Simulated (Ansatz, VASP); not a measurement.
## Two plane-wave programs on AlNi

```
Al Ni
1.0
     2.89432    0.00000    0.00000
     0.00000    2.89432    0.00000
     0.00000    0.00000    2.89010
Al Ni
1 1
Direct
  0.00000 0.00000 0.00000
  0.50000 0.50000 0.50000
```

Alike in both runs: functional PBE; k mesh 20 × 20 × 18; occupations gaussian, width 0.1 eV; no spin polarisation.

Ansatz relaxed the structure, and its values are those at the end. VASP's run is a single point on that final structure, the one shown.

|  | VASP | Ansatz |
| --- | --- | --- |
| version | VASP 6.6.1 | Ansatz 0.2.0 |
| potentials or method | VASP PAW PBE potentials, release 64 (Al, Ni), cutoff 520 eV | scalar-relativistic, plane waves, PAW |
| valence electrons in the cell | 13 | 21 |

Ansatz gave:

- gap on the k mesh at the Fermi level (eV): none
- pressure (GPa): 0.0

Task: Which values does VASP return?

Result: gap on the k mesh at the Fermi level (eV): none; pressure (GPa): -0.2.

A gap of «none» marks a metal or a gap that the smearing closes. VASP's potentials hold 13 valence electrons a cell and Ansatz's 21, so a difference there can come from the potentials and not from the codes.
